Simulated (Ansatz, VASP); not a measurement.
# ZrC: VASP beside Ansatz

The input INCAR:

```
SYSTEM = ZrC
ALGO = Normal ; EDIFF = 1E-8
ENCUT = 520 ; GGA = PS
ISIF = 2 ; ISMEAR = -1
LASPH = .True. ; LCHARG = .False.
LEFG = .True. ; LREAL = .False.
LWAVE = .False. ; NBANDS = 15
NELM = 80 ; PREC = Accurate
SIGMA = 0.05
```

Contents of KPOINTS:

```
k-points
0
Gamma
  13 13 13
  0 0 0
```

POSCAR

```
ZrC
1.0
    0.0000000000      2.3564331911      2.3564331911
    2.3564331911      0.0000000000      2.3564331911
    2.3564331911      2.3564331911      0.0000000000
Zr C
1 1
Direct
    0.0000000000      0.0000000000      0.0000000000
    0.5000000000      0.5000000000      0.5000000000
```

Input for Ansatz:

```yaml
crystal:
  lattice:
    - [0.0, 2.3564331911, 2.3564331911]
    - [2.3564331911, 0.0, 2.3564331911]
    - [2.3564331911, 2.3564331911, 0.0]
  atoms:
    - { symbol: Zr, position: [0.0, 0.0, 0.0] }
    - { symbol: C, position: [0.5, 0.5, 0.5] }
kpoints:
  mp_grid: { grid: [13, 13, 13] }
scf:
  occupations: { method: fermi_dirac, width: 0.05 }
hamiltonian:
  xc: pbesol
  pseudopotentials: { kind: all_electron, datasets: crystal }
output:
  forces: true
  stress: true
  eigenvalues: true
  efg: { contact_densities: true }
```

Change from the starting cell: volume scaled by 1, crystal datasets.

Alike in both runs: task electric field gradients; functional PBEsol; k mesh 13 × 13 × 13; occupations fermi-dirac, width 0.05 eV; no spin polarisation.

```csv
,VASP,Ansatz
version,VASP 6.6.1,Ansatz 0.2.0
potentials or method,"VASP PAW PBE potentials, release 64 (Zr_sv, C), cutoff 520 eV","all-electron PAW with datasets made for the crystal, scalar-relativistic"
```

```tsv
	VASP	Ansatz	Ansatz less VASP
pressure (GPa)	-5.9	-6.2	-0.29
```

VASP's potentials were made for PBE, not for PBEsol. Ansatz ran all-electron here, and VASP with PAW potentials.
